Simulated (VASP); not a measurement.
# Al (Im-3m) in VASP: further runs

The runs below take Al through single point, relaxation of cell and atoms, with LDA, PBEsol, BLYP+D3(BJ).

Everything below comes from runs of VASP 6.6.1. Logs are shortened: lines on timing, memory, paths and dates and some standing lists are left out, and cuts for length are marked.

## (1) The cell of the first run

The structure is cubic, space group Im-3m (No. 229). Conventional cell: a = 3.189 Å, b = 3.189 Å, c = 3.189 Å, α = 90.00°, β = 90.00°, γ = 90.00°. Within 3.6 Å of Al (site symmetry m-3m) lie 14 Al at 2.76 to 3.19 Å.

## (2) Single point, LDA

File INCAR:

```
  PREC = Accurate
  ENCUT = 520
  EDIFF = 1E-6
  ISMEAR = -1
  SIGMA = 0.1
  LREAL = F
  LASPH = T
  NELM = 60
  ALGO = Normal
  ISIF = 2
  LWAVE = F
  LCHARG = F
  NBANDS = 8
```

File KPOINTS:

```
regular mesh
0
Gamma
  12 12 12
```

File POSCAR:

```
Al
1.0
    2.7614468134     -0.0000000153     -0.0000000265
   -0.9204822567      2.6035170286     -0.0000000265
   -0.9204822567     -1.3017584761      2.2547119080
Al
1
Direct
    0.0000000000      0.0000000000      0.0000000000
```

Potentials or basis: VASP PAW LDA potentials, release 64 (Al).

Launch:

```bash
cat potpaw_LDA.64/Al/POTCAR > POTCAR
mpirun -np 1 vasp_std > vasp.out
```

OUTCAR:

```text
PREC = Accurate
   ENCUT = 520
   EDIFF = 1E-6
   ISMEAR = -1
   LREAL = F
   LASPH = T
   NELM = 60
   ISIF = 2

 ion  position               nearest neighbor table
   1  0.000  0.000  0.000-

  LATTYP: Found a body centered cubic cell.
 ALAT       =     3.1886441221

  Lattice vectors:

 A1 = (   2.7614468134,  -0.0000000153,  -0.0000000265)
 A2 = (  -0.9204822567,   2.6035170286,  -0.0000000265)
 A3 = (  -0.9204822567,  -1.3017584761,   2.2547119080)

Analysis of symmetry for initial positions (statically):
=====================================================================
 Subroutine PRICEL returns:
 Original cell was already a primitive cell.

 Routine SETGRP: Setting up the symmetry group for a
 body centered cubic supercell.

 Subroutine GETGRP returns: Found 48 space group operations
[... 9 lines left out ...]

 Routine SETGRP: Setting up the symmetry group for a
 body centered cubic supercell.

 Subroutine GETGRP returns: Found 48 space group operations
[... 11 lines left out ...]
                                     Primitive cell

  volume of cell :      16.2102

  direct lattice vectors                    reciprocal lattice vectors
     2.761446813 -0.000000015 -0.000000026     0.362129013  0.128031940  0.221757819
    -0.920482257  2.603517029 -0.000000026     0.000000004  0.384095821  0.221757819
    -0.920482257 -1.301758476  2.254711908     0.000000004  0.000000006  0.443515647

  length of vectors
     2.761446813  2.761446813  2.761446813     0.443515647  0.443515647  0.443515647

  position of ions in fractional coordinates (direct lattice)
     0.000000000  0.000000000  0.000000000

  ion indices of the primitive-cell ions
   primitive index   ion index
                 1           1

----------------------------------------------------------------------------------------

 KPOINTS: regular mesh

Automatic generation of k-mesh.
 Grid dimensions read from file:
 generate k-points for:   12   12   12

 Generating k-lattice:

  Cartesian coordinates                     Fractional coordinates (reciprocal lattice)
     0.030177418  0.010669328  0.018479818     0.083333333 -0.000000000 -0.000000000
     0.000000000  0.032007985  0.018479818     0.000000000  0.083333333  0.000000000
     0.000000000  0.000000001  0.036959637     0.000000000 -0.000000000  0.083333333

  Length of vectors
     0.036959637  0.036959637  0.036959637

  Shift w.r.t. Gamma in fractional coordinates (k-lattice)
     0.000000000  0.000000000  0.000000000

 Subroutine IBZKPT returns following result:
 ===========================================

 Found     72 irreducible k-points:

 Following reciprocal coordinates:
            Coordinates               Weight
  0.000000  0.000000  0.000000      1.000000
  0.083333  0.000000  0.000000     12.000000
  0.166667  0.000000  0.000000     12.000000
  0.250000  0.000000  0.000000     12.000000
  0.333333 -0.000000  0.000000     12.000000
  0.416667 -0.000000  0.000000     12.000000
[... 16 lines left out ...]
  0.333333  0.083333  0.083333     24.000000
  0.416667  0.083333  0.083333     12.000000
 [... further k-points ...]
   k-points           NKPTS =     72   k-points in BZ     NKDIM =     72   number of bands    NBANDS=      8
   number of dos      NEDOS =    301   number of ions     NIONS =      1
   total plane-waves  NPLWV =  13824
   dimension x,y,z NGX =    24 NGY =   24 NGZ =   24
   dimension x,y,z NGXF=    48 NGYF=   48 NGZF=   48
   ions per type =               1
   NGX,Y,Z   is equivalent  to a cutoff of  14.45, 14.45, 14.45 a.u.
   NGXF,Y,Z  is equivalent  to a cutoff of  28.90, 28.90, 28.90 a.u.
 SYSTEM =  unknown system
   PREC   = accura    normal or accurate (medium, high low for compatibility)
   ISTART =      0    job   : 0-new  1-cont  2-samecut
   ICHARG =      2    charge: 1-file 2-atom 10-const
   ISPIN  =      1    spin polarized calculation?
   LNONCOLLINEAR =      F non collinear calculations
   LSORBIT =      F    spin-orbit coupling
   LASPH  =      T    aspherical Exc in radial PAW
   ENCUT  =  520.0 eV  38.22 Ry    6.18 a.u.   5.13  5.13  5.13*2*pi/ulx,y,z
   NELM   =     60;   NELMIN=  2; NELMDL= -5     # of ELM steps
   EDIFF  = 0.1E-05   stopping-criterion for ELM
   LREAL  =      F    real-space projection
   EDIFFG = 0.1E-04   stopping-criterion for IOM
   NSW    =      0    number of steps for IOM
   IBRION =     -1    ionic relax: 0-MD 1-quasi-New 2-CG
   NFREE  =      0    steps in history (QN), initial steepest desc. (CG)
   ISIF   =      2    stress and relaxation
   ISYM   =      2    0-nonsym 1-usesym 2-fastsym
   POTIM  = 0.5000    time-step for ionic-motion
   TEBEG  =    0.0;   TEEND  =   0.0 temperature during run
   PSTRESS=    0.0 pullay stress
   NELECT =       3.0000    total number of electrons
   NUPDOWN=      -1.0000    fix difference up-down
   EMIN   =  10.00;   EMAX   =-10.00  energy-range for DOS
   EFERMI =   0.00;   METHOD = LEGACY
   ISMEAR =    -1;   SIGMA  =   0.10  broadening in eV -4-tet -1-fermi 0-gaus
   EFERMI_NEDOS =   21; number of points for ismear=-14 and -15
   IALGO  =     38    algorithm
   IMIX   =      4    mixing-type and parameters
     AMIX     =   0.40;   BMIX     =  1.00
     AMIX_MAG =   1.60;   BMIX_MAG =  1.00
  volume/ion in A,a.u.               =      16.21       109.39
  Fermi-wavevector in a.u.,A,eV,Ry     =   0.932937  1.762996 11.842134  0.870372
  Thomas-Fermi vector in A             =   2.059587
   LORBIT       =      0    0 simple, 1 ext, 2 COOP (PROOUT), +10 PAW based schemes
   GGA     = CA    functional components
   LHFCALC =     F    Hartree Fock is set to
   AEXX    =    0.0000 exact exchange contribution
   IVDW    =     0    specifies the selected vdW correction
   LEPSILON=     F    determine dielectric tensor
   LRPA    =     F    only Hartree local field effects (RPA)
 non-spin polarized calculation
  energy-cutoff  :      520.00
  volume of cell :       16.21
 maximum number of plane-waves:       466
 NGX is ok and might be reduce to    24
   NGX = 11   NGY = 11   NGZ = 11

 number of electron       3.0000000 magnetization

 Free energy of the ion-electron system (eV)
  ---------------------------------------------------
  ext. energy  EPLUGINS =         0.00000000
  ---------------------------------------------------
  free energy    TOTEN  =        -4.09363051 eV

  energy without entropy =       -4.07850267  energy(sigma->0) =       -4.08606659

 E-fermi :   7.9685     XC(G=0): -10.4131

 val. band max:        7.9521981652   @ k =   0.3333   0.2500   0.0833
 cond. band min:       8.0190243378   @ k =  -0.4167   0.4167   0.2500
 fundamental gap:      0.0668261726
 Fermi energy:         7.9685375487

 k-point     1 :       0.0000    0.0000    0.0000
  band No.  band energies     occupation
      1      -3.2413      2.00000
      2      21.2776      0.00000
      3      21.2776      0.00000
      4      21.2776      0.00000
      5      22.6632      0.00000
      6      22.6632      0.00000
      7      22.6632      0.00000
      8      24.3987      0.00000

 k-point     2 :       0.0833    0.0000    0.0000
  band No.  band energies     occupation
      1      -3.0396      2.00000
      2      19.0968      0.00000
      3      20.0638      0.00000
      4      20.5409      0.00000
      5      21.9466      0.00000
      6      23.0870      0.00000
      7      23.5689      0.00000
      8      24.2106      0.00000

 k-point     3 :       0.1667    0.0000    0.0000
  band No.  band energies     occupation
      1      -2.4362      2.00000
      2      15.6825      0.00000
      3      18.6688      0.00000
      4      19.2029      0.00000
      5      20.6808      0.00000
      6      21.9053      0.00000
      7      24.5771      0.00000
      8      24.8854      0.00000

 k-point     4 :       0.2500    0.0000    0.0000
  band No.  band energies     occupation
      1      -1.4364      2.00000
      2      12.3018      0.00000
      3      17.5661      0.00000
      4      17.9773      0.00000
      5      19.5508      0.00000
      6      20.9132      0.00000
      7      25.6422      0.00000
      8      25.7712      0.00000

 k-point     5 :       0.3333   -0.0000    0.0000
  band No.  band energies     occupation
      1      -0.0487      2.00000
      2       9.1726      0.00001
      3      16.7787      0.00000
      4      17.0537      0.00000
      5      18.7111      0.00000
      6      20.1361      0.00000
      7      26.6896      0.00000
      8      27.2277      0.00000

 k-point     6 :       0.4167   -0.0000    0.0000
  band No.  band energies     occupation
      1       1.7139      2.00000
      2       6.3562      2.00000
      3      16.3074      0.00000
      4      16.4873      0.00000
      5      18.1999      0.00000
      6      19.6401      0.00000
      7      27.9203      0.00000
      8      28.8790      0.00000

 k-point     7 :       0.5000    0.0000    0.0000
  band No.  band energies     occupation
      1       3.6348      2.00000
      2       4.0831      2.00000
      3      16.1505      0.00000
      4      16.2969      0.00000
      5      18.0286      0.00000
      6      19.4699      0.00000
      7      28.7141      0.00000
      8      29.9859      0.00000
[... 133 lines left out ...]
 k-point    20 :       0.0833    0.0833    0.0833
  band No.  band energies     occupation
      1      -2.0355      2.00000
      2      15.8966      0.00000
      3      15.8966      0.00000
      4      16.3566      0.00000
      5      23.9284      0.00000
      6      23.9284      0.00000
      7      24.3703      0.00000
      8      24.3703      0.00000

 k-point    21 :       0.1667    0.0833    0.0833
  band No.  band energies     occupation
      1      -1.0386      2.00000
      2      12.6391      0.00000
      3      14.6285      0.00000
      4      15.1107      0.00000
      5      23.3183      0.00000
      6      23.6932      0.00000
      7      25.6811      0.00000
      8      25.7557      0.00000

 k-point    22 :       0.2500    0.0833    0.0833
  band No.  band energies     occupation
      1       0.3451      2.00000
      2       9.5339      0.00000
      3      13.7052      0.00000
      4      14.2592      0.00000
      5      22.6350      0.00000
      6      23.0771      0.00000
      7      26.9343      0.00000
      8      27.3615      0.00000

 k-point    23 :       0.3333    0.0833    0.0833
  band No.  band energies     occupation
      1       2.1023      2.00000
      2       6.7315      1.99999
      3      13.1469      0.00000
      4      13.7429      0.00000
      5      22.1702      0.00000
      6      22.6661      0.00000
      7      28.1802      0.00000
      8      29.0913      0.00000

 k-point    24 :       0.4167    0.0833    0.0833
  band No.  band energies     occupation
      1       4.0076      2.00000
      2       4.4763      2.00000
      3      12.9602      0.00000
      4      13.5698      0.00000
      5      22.0092      0.00000
      6      22.5232      0.00000
      7      28.9491      0.00000
      8      30.2089      0.00000

 [... further k-points ...]
[... 5 lines left out ...]
  --------------------------------------------------------------------------------------
  -------------------------------------------------------------------------------------
  Total        0.0098229      0.0098229      0.0098229      0.0000000     -0.0000000      0.0000000
  in kB        0.9708686      0.9708686      0.9708686      0.0000000     -0.0000000      0.0000000
  external PRESSURE =       0.9708686 kB  Pullay stress =       0.0000000 kB

 VOLUME and BASIS-vectors are now :
 -----------------------------------------------------------------------------
  energy-cutoff  :      520.00
  volume of cell :       16.21
      direct lattice vectors                 reciprocal lattice vectors
     2.761446813 -0.000000015 -0.000000026     0.362129013  0.128031940  0.221757819
    -0.920482257  2.603517029 -0.000000026     0.000000004  0.384095821  0.221757819
    -0.920482257 -1.301758476  2.254711908     0.000000004  0.000000006  0.443515647

 POSITION                                       TOTAL-FORCE (eV/Angst)
 -----------------------------------------------------------------------------------
      0.00000      0.00000      0.00000        -0.000000     -0.000000      0.000000
 -----------------------------------------------------------------------------------
    total drift:                               -0.000000     -0.000000      0.000000

  FREE ENERGIE OF THE ION-ELECTRON SYSTEM (eV)
  ---------------------------------------------------
  free  energy   TOTEN  =        -4.0936305089 eV

  energy  without entropy=       -4.0785026666  energy(sigma->0) =       -4.08606659
```

It took 8.8 s on 1 thread of Intel Xeon Platinum 8259CL at 2.50GHz (Skylake/Cascade Lake), shared host; peak memory 0.12 GiB.

What came out:

| Item | Value |
| --- | --- |
| Free energy | -4.0936 eV |
| Pressure | 0.1 GPa |

## (3) Relaxation of cell and atoms, PBEsol

This run uses another cell than the first one, of 16.12 Å³/atom, 0.994 times its volume.

File INCAR:

```
SYSTEM = Al
ALGO = Normal ; EDIFF = 1E-6
EDIFFG = -0.005 ; ENCUT = 600
GGA = PS ; IBRION = 2
ISIF = 3 ; ISMEAR = -1
LASPH = .TRUE. ; LCHARG = .FALSE.
LREAL = .FALSE. ; LWAVE = .FALSE.
NELM = 100 ; NSW = 60
PREC = Accurate ; SIGMA = 0.1
```

File KPOINTS:

```
k-points
0
G
  12 12 12
  0 0 0
```

File POSCAR:

```
Al
1.0
    2.7560720000      0.0000000000      0.0000000000
   -0.9186906379      2.5984496110      0.0000000000
   -0.9186906379     -1.2992247445      2.2503234088
Al
1
Direct
    0.0000000000      0.0000000000      0.0000000000
```

Potentials or basis: VASP PAW PBE potentials, release 64 (Al).

Launch:

```bash
cat potpaw_PBE.64/Al/POTCAR > POTCAR
mpirun -np 1 vasp_std > vasp.out
```

OUTCAR:

```text
SYSTEM = Al
   EDIFF = 1E-6
   EDIFFG = -0.005
   ENCUT = 600
   GGA = PS
   IBRION = 2
   ISIF = 3
   ISMEAR = -1
   LASPH = .TRUE.
   LREAL = .FALSE.
   NELM = 100
   NSW = 60
   PREC = Accurate

 ion  position               nearest neighbor table
   1  0.000  0.000  0.000-

  LATTYP: Found a body centered cubic cell.
 ALAT       =     3.1824378222

  Lattice vectors:

 A1 = (   2.7560720000,   0.0000000000,   0.0000000000)
 A2 = (  -0.9186906379,   2.5984496110,   0.0000000000)
 A3 = (  -0.9186906379,  -1.2992247445,   2.2503234088)

Analysis of symmetry for initial positions (statically):
=====================================================================
 Subroutine PRICEL returns:
[... 244 lines left out ...]
  ext. energy  EPLUGINS =         0.00000000
  ---------------------------------------------------
  free energy    TOTEN  =        -3.99631223 eV

  energy without entropy =       -3.98104178  energy(sigma->0) =       -3.98867700

 E-fermi :   7.8786     XC(G=0): -10.2389

 val. band max:        7.8616381433   @ k =   0.3333   0.2500   0.0833
 cond. band min:       7.9286332792   @ k =  -0.4167   0.4167   0.2500
 fundamental gap:      0.0669951359
 Fermi energy:         7.8786466036

 k-point     1 :       0.0000    0.0000    0.0000
  band No.  band energies     occupation
      1      -3.1962      2.00000
      2      21.0950      0.00000
      3      21.0950      0.00000
      4      21.0950      0.00000
      5      22.4800      0.00000
[... 177 lines left out ...]
 k-point    24 :       0.4167    0.0833    0.0833
  band No.  band energies     occupation
      1       3.9616      2.00000
      2       4.4258      2.00000
      3      12.8171      0.00000
      4      13.4253      0.00000
      5      21.7726      0.00000

 [... further k-points ...]
[... 5 lines left out ...]
  --------------------------------------------------------------------------------------
  -------------------------------------------------------------------------------------
  Total        0.0003382      0.0003382      0.0003382      0.0000000      0.0000000      0.0000000
  in kB        0.0326442      0.0326442      0.0326442      0.0000000      0.0000000      0.0000000
  external PRESSURE =       0.0326442 kB  Pullay stress =       0.0000000 kB
[... 16 lines left out ...]
  FREE ENERGIE OF THE ION-ELECTRON SYSTEM (eV)
  ---------------------------------------------------
  free  energy   TOTEN  =        -3.9963122286 eV

  energy  without entropy=       -3.9810417803  energy(sigma->0) =       -3.98867700

 reached required accuracy - stopping structural energy minimisation
```

OSZICAR:

```text
N       E                     dE             d eps       ncg     rms          rms(c)
DAV:   1    -0.136237543051E+01   -0.13624E+01   -0.87742E+02   740   0.366E+02
DAV:   2    -0.399726169679E+01   -0.26349E+01   -0.23885E+01   915   0.332E+01
DAV:   3    -0.402298621115E+01   -0.25725E-01   -0.25685E-01  1025   0.390E+00
[... 14 lines left out ...]
       N       E                     dE             d eps       ncg     rms          rms(c)
DAV:   1    -0.399631787565E+01   -0.55584E-04   -0.70228E-04   930   0.166E-01    0.224E-02
DAV:   2    -0.399631443428E+01    0.34414E-05   -0.52993E-06   845   0.206E-02    0.829E-03
DAV:   3    -0.399631227809E+01    0.21562E-05   -0.99228E-07   600   0.606E-03    0.254E-03
DAV:   4    -0.399631222857E+01    0.49526E-07   -0.10813E-07   455   0.218E-03
   3 F= -.39963122E+01 E0= -.39886770E+01  d E =-.336585E-02
```

Wall time 11 s (1 thread of Intel Xeon Platinum 8259CL at 2.50GHz (Skylake/Cascade Lake), shared host); peak memory 0.13 GiB.

What came out:

```
Free energy                            : -3.9963 eV
Relaxed volume                         : 16.60 Å³/atom
Relaxed cell                           : a = 2.783 Å, b = 2.783 Å, c = 2.783 Å, α = 109.47°, β = 109.47°, γ = 109.47°
Space group after relaxing (to 0.05 Å) : Im-3m (No. 229)
Energy gained by relaxing              : 3.4 meV/atom
Ionic steps                            : 3
Pressure after relaxing                : 0.0 GPa
```

The path:
```csv
step,energy change (eV),largest force (eV/Å),pressure (GPa),volume (Å³)
1,0.0000,0.0000,2.29,16.12
2,-0.0033,0.0000,-0.26,16.66
3,-0.0034,0.0000,0.00,16.60
```

Final structure:
```
Al
1.0
     2.78333    0.00000    0.00000
    -0.92778    2.62415    0.00000
    -0.92778   -1.31207    2.27258
Al
1
Direct
  0.00000 0.00000 0.00000
```

Levels at points of the mesh, in eV from the Fermi level:
| k point | band 1 | band 2 | band 3 | band 4 | band 5 |
| --- | --- | --- | --- | --- | --- |
| (0.00, 0.00, 0.00) | -11.07 | 13.22 | 13.22 | 13.22 | 14.60 |
| (0.50, 0.00, 0.00) | -4.29 | -3.84 | 8.12 | 8.25 | 9.93 |
| (0.50, 0.50, 0.50) | 1.87 | 1.87 | 1.87 | 2.99 | 2.99 |

Caveat: the PAW data sets were made with another functional, which shifts forces and pressure a little.

(Part 1 of 2 ends here.)
